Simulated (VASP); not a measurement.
Runs of VASP 6.6.1 on ZnSn2N2. The structure is that of space group P-4m2 (No. 115), or close to it. The cells are those of the table. 

| task | cell | cutoff (eV) | gap on the mesh (eV) | pressure (GPa) | largest force (eV/Å) |
| --- | --- | --- | --- | --- | --- |
| relaxation of cell and atoms | relaxed from a = 3.352, b = 3.352, c = 8.064 Å, 5 atoms | 600 | none | -0.1 | 0.01 |
| single point | a = 3.022, b = 3.022, c = 7.544 Å, 5 atoms | 520 | none | 30.4 | 0.08 |
| single point | a = 3.237, b = 3.237, c = 7.703 Å, 5 atoms | 520 | none | (a) | 0.04 |
| relaxation of cell and atoms | relaxed to 2 GPa from a = 3.352, b = 3.352, c = 8.064 Å, 5 atoms | 600 | none | 1.9 | 0.01 |
| single point | a = 3.302, b = 3.302, c = 7.798 Å, 5 atoms | 520 | none | 0.2 | (b) |

Alike in all rows: level PBEsol; potentials or basis VASP PAW PBE potentials, release 64 (Sn_d, Zn, N); no spin polarisation; k mesh 8 × 8 × 4; smearing fermi-dirac 0.05 eV.

Task: Estimate the missing entries.

Result: (a) 5.2; (b) 0.03.

Caveats: the PAW data sets were made with another functional, which shifts forces and pressure a little; spin-orbit coupling is left out, which moves the levels of the heavy elements; the cell is relaxed towards a set pressure, so the enthalpy falls and the energy may rise (some runs).

A k mesh can miss the band edges, and the runs leave out spin-orbit coupling on Sn.

A gap of «none» marks levels without a gap at the run's occupations.
